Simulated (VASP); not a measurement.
Write the native input for VASP 6.6.1 that does the following.

```
Task                   : relaxation of cell and atoms
Functional             : PBE
Potentials or basis    : VASP PAW PBE potentials, release 64 (Se)
Cutoff                 : 600 eV
k mesh                 : 7 × 7 × 6
Occupations            : fermi-dirac, width 0.05 eV
Spin                   : no spin polarisation
Dipole correction      : no
Further INCAR settings : ALGO = Normal; EDIFF = 1e-06; IBRION = 2; EDIFFG = -0.01; NSW = 60; ISIF = 3
```

The structure of Se lies in POSCAR:

```
Se
1.0
    4.3662000000      0.0000000000      0.0000000000
   -2.1831000000      3.7812401180      0.0000000000
    0.0000000000      0.0000000000      4.9536000000
Se
3
Direct
    0.7746000000      0.7746000000      0.0000000000
    0.0000000000      0.2254000000      0.6666666667
    0.2254000000      0.0000000000      0.3333333333
```

These files were run (other wordings do the same):

INCAR

```
SYSTEM = Se
  PREC = Accurate
  ENCUT = 600
  EDIFF = 1E-6
  ISMEAR = -1
  SIGMA = 0.05
  LREAL = .FALSE.
  LASPH = .TRUE.
  NELM = 60
  ALGO = Normal
  ISIF = 3
  LWAVE = .FALSE.
  LCHARG = .FALSE.
  GGA = PE
  IBRION = 2
  NSW = 60
  EDIFFG = -0.01
```

KPOINTS

```
regular mesh
0
G
  7 7 6
  0 0 0
```

Potentials or basis: VASP PAW PBE potentials, release 64 (Se).

The run is started by

```bash
$ cat potpaw_PBE.64/Se/POTCAR > POTCAR
$ mpirun -np 1 vasp_std > vasp.out
```

It gave:

| Property | Result |
| --- | --- |
| Relaxed volume | 29.79 Å³/atom |
| Relaxed cell | a = 4.522 Å, b = 4.522 Å, c = 5.047 Å, α = 90.00°, β = 90.00°, γ = 120.00° |
| Space group after relaxing (to 0.05 Å) | P3_121 (No. 152) |
| Energy gained by relaxing | 13.5 meV/atom |
| Ionic steps | 15 |
| Pressure after relaxing | 0.0 GPa |
| Band gap on the k mesh | 1.19 eV, indirect (least direct gap 1.41 eV) |

Wall time 8.3 min on 1 thread of AMD EPYC 7R43 64-Core Processor (Zen 3) (shared host), peak memory 0.19 GiB.
